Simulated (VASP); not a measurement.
Wanted: the native input for a VASP 6.6.1 run.

* Task: single point
* Functional: PBEsol
* Potentials or basis: VASP PAW PBE potentials, release 64 (K_sv, I)
* Cutoff: 520 eV
* k mesh: 6 × 6 × 6
* Occupations: gaussian, width 0.01 eV
* Spin: no spin polarisation
* Dipole correction: no
* Further INCAR settings: ALGO = Normal; EDIFF = 1e-06; NBANDS = 15

The structure of KI lies in POSCAR:

```
KI
1.0
    3.2780255403      3.2780255403      0.0000000000
   -3.2780255403      3.2780255403      0.0000000000
    0.0000000000      3.2780255403      3.2780255403
K I
1 1
Direct
    0.0000000000      0.0000000000      0.0000000000
    0.5000000000      0.5000000000      0.0000000000
```

These files were run (other wordings do the same):

INCAR

```
PREC = Accurate ; ENCUT = 520
EDIFF = 1E-6 ; ISMEAR = 0
SIGMA = 0.01 ; LREAL = False
LASPH = True ; NELM = 60
ALGO = Normal ; ISIF = 2
LWAVE = False ; LCHARG = True
GGA = PS ; LELF = True
LVHAR = True ; NBANDS = 15
```

KPOINTS

```
regular mesh
0
Gamma
  6 6 6
```

Potentials or basis: VASP PAW PBE potentials, release 64 (K_sv, I).

Command:

```bash
$ cat potpaw_PBE.64/K_sv/POTCAR potpaw_PBE.64/I/POTCAR > POTCAR
$ mpirun -np 1 vasp_std > vasp.out
```

Results of the run:

```json
{
  "Pressure": "4.1 GPa",
  "Band gap on the k mesh": "4.30 eV, indirect (least direct gap 4.38 eV)"
}
```

Caveat: the PAW data sets were made with another functional, which shifts forces and pressure a little; spin-orbit coupling is left out, which moves the levels of the heavy elements.

Wall time 18 s on 1 thread of Intel Xeon 6975P-C, with other jobs on the host, peak memory 0.21 GiB.
